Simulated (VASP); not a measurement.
Write the native input for VASP 6.6.1 that does the following.

```yaml
Task: single point
Functional: LDA
Potentials_or_basis: VASP PAW LDA potentials, release 64 (Sb, Bi_d)
Cutoff: 500 eV
k_mesh: 5 × 5 × 5
Occupations: gaussian, width 0.05 eV
Spin: no spin polarisation
Dipole_correction: no
Further_INCAR_settings: ALGO = Normal; EDIFF = 1e-06; NBANDS = 17
```

The structure of BiSb lies in POSCAR:

```
BiSb
1.0
    2.2567966307      1.3029621452      3.8684260236
   -2.2567966307      1.3029621452      3.8684260236
    0.0000000000     -2.6059242804      3.8684260236
Sb Bi
1 1
Direct
    0.7680311600      0.7680311600      0.7680311600
    0.2319674900      0.2319674900      0.2319674900
```

One way to write it, as run:

INCAR

```
PREC = Accurate
ENCUT = 500
EDIFF = 1E-6
ISMEAR = 0
SIGMA = 0.05
LREAL = F
LASPH = T
NELM = 120
ALGO = Normal
ISIF = 2
LWAVE = F
LCHARG = F
NBANDS = 17
GGA_COMPAT = F
```

KPOINTS

```
regular mesh
0
Gamma
  5 5 5
```

Potentials or basis: VASP PAW LDA potentials, release 64 (Sb, Bi_d).

Run with:

```bash
$ cat potpaw_LDA.64/Sb/POTCAR potpaw_LDA.64/Bi_d/POTCAR > POTCAR
$ mpirun -np 1 vasp_std > vasp.out
```

It gave:

```yaml
Pressure: -3.1 GPa
Largest_force: 0.043 eV/Å
Band_gap_on_the_k_mesh: 0.47 eV (least direct gap 0.68 eV)
```

Caveat: the cell stands under tension; spin-orbit coupling is left out, which moves the levels of the heavy elements; an odd mesh through Γ misses points on the zone boundary, where band edges can lie.

Run time: 16 s on 1 thread of AMD EPYC 7R13 Processor (Zen 3), on a shared host, peak memory 0.15 GiB.
